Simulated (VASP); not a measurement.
Runs of VASP 6.6.1 on Ni. The structure is that of space group Im-3m (No. 229), or close to it. The cells are those of the table. This isn't the form of Ni at room conditions, which is fcc.

```tsv
cell	gap on the mesh (eV)	pressure (GPa)	moment (μB)
a = 2.459 Å, angles 109.5°, 1 atom	none	-16.2	0.53
a = 2.331 Å, angles 109.5°, 1 atom	none	18.4	0.50
a = 2.397 Å, angles 109.5°, 1 atom	none	(b)	0.53
a = 2.364 Å, angles 109.5°, 1 atom	none	6.4	(a)
a = 2.428 Å, angles 109.5°, 1 atom	none	-10.3	0.53
```

Alike in all rows: task single point; level PBEsol; potentials or basis VASP PAW PBE potentials, release 64 (Ni); spin collinear, ferromagnetic start; k mesh 14 × 14 × 14; cutoff (eV) 520; smearing gaussian 0.01 eV.

Q: Fill in the values left out.

A: (a) 0.51; (b) -2.9.

Caveats: the PAW data sets were made with another functional, which shifts forces and pressure a little; the cell stands under tension (at least some runs); the cell stands under pressure (at least some runs).

A gap of «none» marks levels without a gap at the run's occupations.
